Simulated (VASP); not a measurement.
Input of a VASP 6.6.1 run:

Contents of INCAR:

```
  ALGO = Fast
  EDIFF = 1E-7
  EDIFFG = -0.01
  ENCUT = 600
  GGA = PE
  IBRION = 2
  ISIF = 3
  ISMEAR = 0
  LASPH = True
  LCHARG = False
  LREAL = False
  LWAVE = False
  NELM = 80
  NSW = 100
  PREC = Accurate
  SIGMA = 0.1
```

The input KPOINTS:

```
k-points
0
Gamma
  8 8 8
```

The input POSCAR:

```
Mo4Rh3
1.0
    5.0320962573      0.0000000000      0.0000000000
    0.0000000000      5.0320962573      0.0000000000
    0.0000000000      0.0000000000      5.0320962573
Mo Rh
4 3
Direct
    0.5000000000      0.0000000000      0.0000000000
    0.0000000000      0.5000000000      0.0000000000
    0.0000000000      0.0000000000      0.5000000000
    0.5000000000      0.5000000000      0.5000000000
    0.0000000000      0.5000000000      0.5000000000
    0.5000000000      0.0000000000      0.5000000000
    0.5000000000      0.5000000000      0.0000000000
```

Potentials or basis: VASP PAW PBE potentials, release 64 (Mo_sv, Rh_pv).

Run with:

```bash
$ cat potpaw_PBE.64/Mo_sv/POTCAR potpaw_PBE.64/Rh_pv/POTCAR > POTCAR
$ mpirun -np 1 vasp_std > vasp.out
```

Question: Predict the relaxed volume.

Answer: 18.22 Å³/atom.

Question: Estimate the band gap on the k mesh.

Answer: Zero (an odd number of electrons rules out a gap without spin polarisation).

Question: What does it give for the space group after relaxing (to 0.1 Å)?

Answer: Pm-3m (No. 221).

Final structure:
```xyz
7
Lattice="5.0337 0.0000 0.0000 0.0000 5.0337 0.0000 0.0000 0.0000 5.0337" Properties=species:S:1:pos:R:3 pbc="T T T"
Mo    2.5168    0.0000    0.0000
Mo    0.0000    2.5168    0.0000
Mo    0.0000    0.0000    2.5168
Mo    2.5168    2.5168    2.5168
Rh    0.0000    2.5168    2.5168
Rh    2.5168    0.0000    2.5168
Rh    2.5168    2.5168    0.0000
```
